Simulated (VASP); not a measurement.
TaF3: single point with PBE

TaF3:

```
Ta F
1.0
     3.90120    0.00000    0.00000
     0.00000    3.90120    0.00000
     0.00000    0.00000    3.90120
Ta F
1 3
Cartesian
  0.0000 0.0000 0.0000
  1.9506 0.0000 0.0000
  0.0000 1.9506 0.0000
  0.0000 0.0000 1.9506
```

```
Program             : VASP 6.6.1
Task                : single point
Functional          : PBE
Potentials or basis : VASP PAW PBE potentials, release 64 (Ta_pv, F)
Cutoff              : 600 eV
k mesh              : 3 × 3 × 3
Occupations         : fermi-dirac, width 0.1 eV
Spin                : no spin polarisation
```

| Quantity | Value |
| --- | --- |
| Pressure | 27.0 GPa |
| Band gap on the k mesh | zero (band 16 reaches 5.88 eV, above the bottom of band 17 at 3.68 eV) |

Levels at points of the mesh, in eV from the Fermi level:
| k point | band 13 | band 14 | band 15 | band 16 | band 17 | band 18 | band 19 | band 20 |
| --- | --- | --- | --- | --- | --- | --- | --- | --- |
| (0.00, 0.00, 0.00) | -9.14 | -9.14 | -9.14 | -1.24 | -1.24 | -1.24 | -0.45 | 2.61 |

It took 9.1 s on 1 thread of Intel(R) Xeon(R) 6975P-C (Granite Rapids) (shared host), peak memory 0.17 GiB.

Caveat: the k points lie up to 0.54 Å⁻¹ apart; spin-orbit coupling is left out, which moves the levels of the heavy elements.
